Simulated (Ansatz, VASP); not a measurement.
**KMgF3 in VASP and in Ansatz**

INCAR

```
PREC = Accurate ; ENCUT = 520
EDIFF = 1E-6 ; ISMEAR = 0
SIGMA = 0.05 ; LREAL = False
LASPH = True ; NELM = 60
ALGO = Normal ; ISIF = 2
LWAVE = False ; LCHARG = True
GGA = PE ; LELF = True
LVHAR = True ; NBANDS = 24
```

Contents of KPOINTS:

```
regular mesh
0
Gamma
  6 6 6
```

POSCAR

```
KMgF3
1.0
    3.9859000000      0.0000000000      0.0000000000
    0.0000000000      3.9859000000      0.0000000000
    0.0000000000      0.0000000000      4.0456885000
K Mg F
1 1 3
Direct
    0.5000000000      0.5000000000      0.5000000000
    0.0000000000      0.0000000000      0.0000000000
    0.5000000000      0.0000000000      0.0000000000
    0.0000000000      0.5000000000      0.0000000000
    0.0000000000      0.0000000000      0.5000000000
```

Input for Ansatz:

```yaml
crystal:
  lattice:
    - [3.9859, 0.0, 0.0]
    - [0.0, 3.9859, 0.0]
    - [0.0, 0.0, 4.0456885]
  atoms:
    - { symbol: K, position: [0.5, 0.5, 0.5] }
    - { symbol: Mg, position: [0.0, 0.0, 0.0] }
    - { symbol: F, position: [0.5, 0.0, 0.0] }
    - { symbol: F, position: [0.0, 0.5, 0.0] }
    - { symbol: F, position: [0.0, 0.0, 0.5] }
basis:
  ecutwfc: 420
kpoints:
  mp_grid: { grid: [6, 6, 6] }
hamiltonian:
  xc: pbe
scf:
  occupations: { method: gaussian, width: 0.05 }
output:
  forces: true
  stress: true
  eigenvalues: true
```

Change from the starting cell: strain +0.000 along x and y, +0.015 along z, atoms carried along.

Alike in both runs: task single point; functional PBE; k mesh 6 × 6 × 6; occupations gaussian, width 0.05 eV; no spin polarisation.

|  | VASP | Ansatz |
| --- | --- | --- |
| version | VASP 6.6.1 | Ansatz 0.2.0 |
| potentials or method | VASP PAW PBE potentials, release 64 (K_sv, Mg, F), cutoff 520 eV | scalar-relativistic, plane waves, PAW |
| valence electrons in the cell | 32 | 40 |

Ansatz gave:

* gap on the k mesh at the Fermi level (eV): 7.21
* least direct gap on the mesh (eV): 7.54
* pressure (GPa): 2.6
* traceless stress, the component that is largest in VASP (GPa): -0.95

What did VASP give for the same quantities?

gap on the k mesh at the Fermi level (eV): 7.18; least direct gap on the mesh (eV): 7.51; pressure (GPa): 2.2; traceless stress, the component that is largest in VASP (GPa): -0.95.

VASP's potentials hold 32 valence electrons a cell and Ansatz's 40, so a difference there can come from the potentials and not from the codes.
